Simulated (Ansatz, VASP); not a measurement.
# InP in VASP and in Ansatz

```
In P
1.0
     0.00000    2.94719    2.94719
     2.94719    0.00000    2.94719
     2.94719    2.94719    0.00000
In P
1 1
Direct
  0.00000 0.00000 0.00000
  0.25000 0.25000 0.25000
```

Alike in both runs: functional PBE; dispersion D3(BJ); k mesh 8 × 8 × 8; occupations gaussian, width 0.02 eV; no spin polarisation.

Ansatz relaxed the structure, and its values are those at the end. VASP's run is a single point on that final structure, the one shown.

|  | VASP | Ansatz |
| --- | --- | --- |
| version | VASP 6.6.1 | Ansatz 0.2.0 |
| potentials or method | VASP PAW PBE potentials, release 64 (In_d, P), cutoff 500 eV | scalar-relativistic, plane waves, PAW |
| valence electrons in the cell | 18 | 18 |

Ansatz gave:

* gap on the k mesh at the Fermi level (eV): 0.62
* least direct gap on the mesh (eV): 0.62
* pressure (GPa): 0.0

What did VASP give for the same quantities?

gap on the k mesh at the Fermi level (eV): 0.62; least direct gap on the mesh (eV): 0.62; pressure (GPa): -0.1.
